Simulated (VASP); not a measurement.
A run of VASP 6.6.1 is set up as follows.

File INCAR:

```
PREC = Accurate
ENCUT = 520
EDIFF = 1E-6
ISMEAR = -1
SIGMA = 0.03
LREAL = F
LASPH = T
NELM = 100
ALGO = Normal
ISIF = 2
LWAVE = F
LCHARG = T
GGA = PE
LELF = T
LVHAR = T
NBANDS = 15
```

Contents of KPOINTS:

```
Automatic mesh
0
Gamma
  16 16 16
```

File POSCAR:

```
TiC
1.0
    0.0000000000      2.1783315435      2.1783315435
    2.1783315435      0.0000000000      2.1783315435
    2.1783315435      2.1783315435      0.0000000000
Ti C
1 1
Direct
    0.0000000000      0.0000000000      0.0000000000
    0.5000000000      0.5000000000      0.5000000000
```

Potentials or basis: VASP PAW PBE potentials, release 64 (Ti_sv, C).

Command:

```console
$ cat potpaw_PBE.64/Ti_sv/POTCAR potpaw_PBE.64/C/POTCAR > POTCAR
$ mpirun -np 1 vasp_std > vasp.out
```

Estimate the pressure.

-3.8 GPa.

What does it give for the band gap on the k mesh?

Zero (band 8 reaches 9.90 eV, above the bottom of band 9 at 8.81 eV).
